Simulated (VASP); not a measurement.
A run of VASP 6.6.1 is set up as follows.

Contents of INCAR:

```
PREC = Accurate
ENCUT = 520
EDIFF = 1E-7
ISMEAR = 0
SIGMA = 0.05
LREAL = F
LASPH = T
NELM = 100
ALGO = Normal
ISIF = 2
LWAVE = F
LCHARG = F
GGA = PE
NBANDS = 26
```

File KPOINTS:

```
Automatic mesh
0
Gamma
  8 8 8
```

File POSCAR:

```
LaOs3
1.0
    4.0910251511      0.0000000000      0.0000000000
    0.0000000000      4.0910251511      0.0000000000
    0.0000000000      0.0000000000      4.0910251511
La Os
1 3
Direct
    0.0000000000      0.0000000000      0.0000000000
    0.0000000000      0.5000000000      0.5000000000
    0.5000000000      0.5000000000      0.0000000000
    0.5000000000      0.0000000000      0.5000000000
```

Potentials or basis: VASP PAW PBE potentials, release 64 (La, Os).

Run with:

```bash
$ cat potpaw_PBE.64/La/POTCAR potpaw_PBE.64/Os/POTCAR > POTCAR
$ mpirun -np 1 vasp_std > vasp.out
```

Question: Estimate the pressure.

Answer: 8.6 GPa.

Question: Predict the band gap on the k mesh.

Answer: Zero (an odd number of electrons rules out a gap without spin polarisation).

Caveat: the cell stands under pressure; spin-orbit coupling is left out, which moves the levels of the heavy elements.
